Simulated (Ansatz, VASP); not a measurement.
**Two plane-wave programs on Cu**

INCAR

```
SYSTEM = Cu
PREC     = Accurate       ! precision mode
ENCUT    = 520            ! plane-wave cutoff, eV
EDIFF    = 1E-6           ! SCF threshold, eV
ISMEAR   = -1             ! smearing method
SIGMA    = 0.1            ! smearing width, eV
LREAL    = .FALSE.        ! projectors in reciprocal space
LASPH    = .TRUE.         ! aspherical terms in the spheres
NELM     = 60             ! most SCF steps
ALGO     = Normal         ! electronic algorithm
ISIF     = 2              ! what is computed and relaxed
LWAVE    = .FALSE.        ! write WAVECAR
LCHARG   = .FALSE.        ! write CHGCAR
NBANDS   = 30             ! bands
```

File KPOINTS:

```
Automatic mesh
0
G
  7 7 2
  0 0 0
```

The input POSCAR:

```
Cu
1.0
    2.5307600000      0.0000000000      0.0000000000
   -1.2653800000      2.1917100000      0.0000000000
    0.0000000000      0.0000000000      8.2618200000
Cu
4
Direct
    0.9952300000      0.0002200000      0.9983600000
    0.3277700000      0.6622900000      0.2501700000
    0.0056100000      0.0010200000      0.4991700000
    0.6601900000      0.3208400000      0.7506851935
```

Input for Ansatz:

```yaml
crystal:
  lattice:
    - [2.53076, 0.0, 0.0]
    - [-1.26538, 2.19171, 0.0]
    - [0.0, 0.0, 8.26182]
  atoms:
    - { symbol: Cu, position: [0.99523, 0.00022, 0.99836] }
    - { symbol: Cu, position: [0.32777, 0.66229, 0.25017] }
    - { symbol: Cu, position: [0.00561, 0.00102, 0.49917] }
    - { symbol: Cu, position: [0.66019, 0.32084, 0.7506851935287866] }
basis:
  ecutwfc: 540.0
  xc_grid: 2
kpoints:
  mp_grid:
    grid: [7, 7, 2]
hamiltonian:
  xc: lda
scf:
  convergence:
    dr2_threshold: 1.0e-09
  occupations:
    method: fermi_dirac
    width: 0.1
output:
  forces: true
  stress: true
```

Alike in both runs: task single point; functional LDA; k mesh 7 × 7 × 2; occupations fermi-dirac, width 0.1 eV; no spin polarisation.

```csv
,VASP,Ansatz
version,VASP 6.6.1,Ansatz 0.2.0
potentials or method,"VASP PAW LDA potentials, release 64 (Cu), cutoff 520 eV","plane waves, PAW"
valence electrons in the cell,44,76
```

|  | VASP | Ansatz | Ansatz less VASP |
| --- | --- | --- | --- |
| pressure (GPa) | -7.7 | -8.8 | -1.08 |
| traceless stress, the component that is largest in VASP (GPa) | -0.19 | -0.19 | +0.007 |
| rms of the force components (eV/Å) | 0.058 | 0.058 | +0.0001 |

LDA's correlation is that of Perdew and Zunger in VASP and of Perdew and Wang (1992) in Ansatz. Atom by atom the forces differ by 0.000 eV/Å (rms over components). VASP's potentials hold 44 valence electrons a cell and Ansatz's 76, so a difference there can come from the potentials and not from the codes. Ansatz's warnings: stress scf threshold loose.

The k mesh is coarse, so the values compare programs but aren't converged.
